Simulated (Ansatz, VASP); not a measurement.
# Two plane-wave programs on CdSb2O2

File INCAR:

```
PREC = Accurate
ENCUT = 600
EDIFF = 1E-7
ISMEAR = 0
SIGMA = 0.1
LREAL = F
LASPH = T
NELM = 100
ALGO = Normal
ISIF = 3
LWAVE = F
LCHARG = F
GGA = PE
IBRION = 2
NSW = 90
EDIFFG = -0.04
```

File KPOINTS:

```
regular mesh
0
Gamma
  4 4 4
```

POSCAR

```
CdSb2O2
1.0
    6.9765820700      0.0000000000      0.0000000000
    0.0000000000      6.9765820700      0.0000000000
    0.0000000000      0.0000000000      4.0205128400
Cd Sb O
2 4 4
Direct
    0.0000000000      0.0000000000      0.0000000000
    0.5000000000      0.5000000000      0.0000000000
    0.3790900100      0.8790900100      0.0000000000
    0.1209099900      0.3790900100      0.0000000000
    0.6209099900      0.1209099900      0.0000000000
    0.8790900100      0.6209099900      0.0000000000
    0.1785799900      0.6785799900      0.5000000000
    0.3214200100      0.1785799900      0.5000000000
    0.8214200100      0.3214200100      0.5000000000
    0.6785799900      0.8214200100      0.5000000000
```

Input for Ansatz:

```yaml
crystal:
  lattice:
    - [6.97658207, 0.0, 0.0]
    - [0.0, 6.97658207, 0.0]
    - [0.0, 0.0, 4.02051284]
  atoms:
    - { symbol: Cd, position: [0.0, 0.0, 0.0] }
    - { symbol: Cd, position: [0.5, 0.5, 0.0] }
    - { symbol: Sb, position: [0.37909001, 0.87909001, 0.0] }
    - { symbol: Sb, position: [0.12090999, 0.37909001, 0.0] }
    - { symbol: Sb, position: [0.62090999, 0.12090999, 0.0] }
    - { symbol: Sb, position: [0.87909001, 0.62090999, 0.0] }
    - { symbol: O, position: [0.17857999, 0.67857999, 0.5] }
    - { symbol: O, position: [0.32142001, 0.17857999, 0.5] }
    - { symbol: O, position: [0.82142001, 0.32142001, 0.5] }
    - { symbol: O, position: [0.67857999, 0.82142001, 0.5] }
basis:
  ecutwfc: 420
kpoints:
  mp_grid: { grid: [4, 4, 4] }
hamiltonian:
  xc: pbe
scf:
  occupations: { method: gaussian, width: 0.1 }
  lower_state_search: "off"
output:
  forces: true
  stress: true
  eigenvalues: true
relax:
  adjacent_minimum: "off"
  f_tol: 0.04
  max_steps: 70
  cell: { stress_tol: 0.4 }
```

Change from the starting cell: species swapped into the Gd2InGe2 type (P4/mbm, No. 127).

Alike in both runs: task relaxation of cell and atoms; functional PBE; k mesh 4 × 4 × 4; occupations gaussian, width 0.1 eV; no spin polarisation.

|  | VASP | Ansatz |
| --- | --- | --- |
| version | VASP 6.6.1 | Ansatz 0.2.0 |
| potentials or method | VASP PAW PBE potentials, release 64 (Cd, Sb, O), cutoff 600 eV | scalar-relativistic, plane waves, PAW |
| valence electrons in the cell | 68 | 124 |

|  | VASP | Ansatz | Ansatz less VASP |
| --- | --- | --- | --- |
| gap on the k mesh at the Fermi level, each at its own relaxed structure (eV) | none | none | - |
| relaxed volume (Å³/atom) | 22.45 | 22.83 | +0.380 |
| relaxed length of the cell vector where the two differ most in proportion (Å) | 8.382 | 8.451 | +0.0691 |

A gap of «none» marks a metal or a gap that the smearing closes. VASP's potentials hold 68 valence electrons a cell and Ansatz's 124, so a difference there can come from the potentials and not from the codes.

The k mesh is coarse, so the values compare programs but aren't converged. Spin-orbit coupling is off throughout.
